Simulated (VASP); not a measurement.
Here is a VASP 6.6.1 calculation.

The input INCAR:

```
  ALGO = Normal
  EDIFF = 1E-8
  ENCUT = 520
  GGA = PS
  IBRION = 8
  ISIF = 2
  ISMEAR = -1
  LASPH = T
  LCHARG = F
  LREAL = F
  LWAVE = F
  NELM = 60
  NSW = 1
  PREC = Accurate
  SIGMA = 0.05
```

File KPOINTS:

```
k-points
0
Gamma
  10 10 10
```

The input POSCAR:

```
CuO
1.0
    2.5525506100      0.0000000000      0.0000000000
    0.0000000000      2.5525506100      0.0000000000
    0.0000000000      0.0000000000      2.5525506100
Cu O
1 1
Direct
    0.0000000000      0.0000000000      0.0000000000
    0.5000000000      0.5000000000      0.5000000000
```

Potentials or basis: VASP PAW PBE potentials, release 64 (Cu, O).

The run is started by

```console
$ cat potpaw_PBE.64/Cu/POTCAR potpaw_PBE.64/O/POTCAR > POTCAR
$ mpirun -np 1 vasp_std > vasp.out
```

(1) Predict the highest phonon frequency at Γ, LO-TO splitting left out.

## Answers

(1) 222 cm⁻¹.

Caveat: the cell wasn't relaxed at this level first, which shifts response properties.
